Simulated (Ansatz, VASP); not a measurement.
## TiN in VASP and in Ansatz

INCAR

```
PREC = Accurate
ENCUT = 520
EDIFF = 1E-8
ISMEAR = -1
SIGMA = 0.05
LREAL = F
LASPH = T
NELM = 80
ALGO = Normal
ISIF = 2
LWAVE = F
LCHARG = F
GGA = PE
LEFG = T
NBANDS = 16
```

Contents of KPOINTS:

```
regular mesh
0
Gamma
  13 13 13
```

File POSCAR:

```
TiN
1.0
    0.0000000000      2.0933208087      2.0933208087
    2.0933208087      0.0000000000      2.0933208087
    2.0933208087      2.0933208087      0.0000000000
Ti N
1 1
Direct
    0.0000000000      0.0000000000      0.0000000000
    0.5000000000      0.5000000000      0.5000000000
```

Input for Ansatz:

```yaml
crystal:
  lattice:
    - [0.0, 2.0933208087, 2.0933208087]
    - [2.0933208087, 0.0, 2.0933208087]
    - [2.0933208087, 2.0933208087, 0.0]
  atoms:
    - { symbol: Ti, position: [0.0, 0.0, 0.0] }
    - { symbol: "N", position: [0.5, 0.5, 0.5] }
kpoints:
  mp_grid: { grid: [13, 13, 13] }
scf:
  occupations: { method: fermi_dirac, width: 0.05 }
hamiltonian:
  xc: pbe
  pseudopotentials: { kind: paw }
output:
  forces: true
  stress: true
  eigenvalues: true
  efg: { contact_densities: true }
```

Change from the starting cell: volume scaled by 0.96, PAW files.

Alike in both runs: task electric field gradients; functional PBE; k mesh 13 × 13 × 13; occupations fermi-dirac, width 0.05 eV; no spin polarisation.

|  | VASP | Ansatz |
| --- | --- | --- |
| version | VASP 6.6.1 | Ansatz 0.2.0 |
| potentials or method | VASP PAW PBE potentials, release 64 (Ti_sv, N) | PAW with Ansatz's default frozen-core files, scalar-relativistic |
| plane-wave cutoff (eV) | 520 | 420 |
| valence electrons in the cell | 17 | 17 |

|  | VASP | Ansatz | Ansatz less VASP |
| --- | --- | --- | --- |
| pressure (GPa) | 13.5 | 13.0 | -0.50 |
